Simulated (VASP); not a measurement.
## NbSi (CsCl type): single point with LDA

Crystal: NbSi (CsCl type).

```
CELL_PARAMETERS angstrom
3.11000 0.00000 0.00000
0.00000 3.11000 0.00000
0.00000 0.00000 3.11000
ATOMIC_POSITIONS crystal
Nb 0.00000 0.00000 0.00000
Si 0.50000 0.50000 0.50000
```

| Item | Value |
| --- | --- |
| Program | VASP 6.6.1 |
| Task | single point |
| Functional | LDA |
| Potentials or basis | VASP PAW LDA potentials, release 64 (Nb_sv, Si) |
| Cutoff | 520 eV |
| k mesh | 14 × 14 × 14 |
| Occupations | fermi-dirac, width 0.1 eV |
| Spin | no spin polarisation |

```json
{"Pressure": "0.0 GPa"}
```

Levels at points of the mesh, in eV from the Fermi level:
```csv
k point,band 5,band 6,band 7,band 8,band 9,band 10,band 11,band 12
"(0.00, 0.00, 0.00)",-11.25,-2.84,-2.84,2.34,2.34,2.34,2.63,2.63
"(0.50, 0.00, 0.00)",-7.98,-6.44,-1.64,-1.15,-1.15,2.84,4.44,5.41
"(0.50, 0.50, 0.00)",-8.17,-2.85,-2.85,-2.29,0.27,0.27,4.42,4.87
"(0.50, 0.50, 0.50)",-5.31,-5.31,-5.31,-3.78,4.08,4.08,4.08,4.57
```

Run time: 29 s on 1 thread of Intel(R) Xeon(R) Platinum 8175M CPU @ 2.50GHz (Skylake/Cascade Lake) (shared host), peak memory 0.17 GiB.
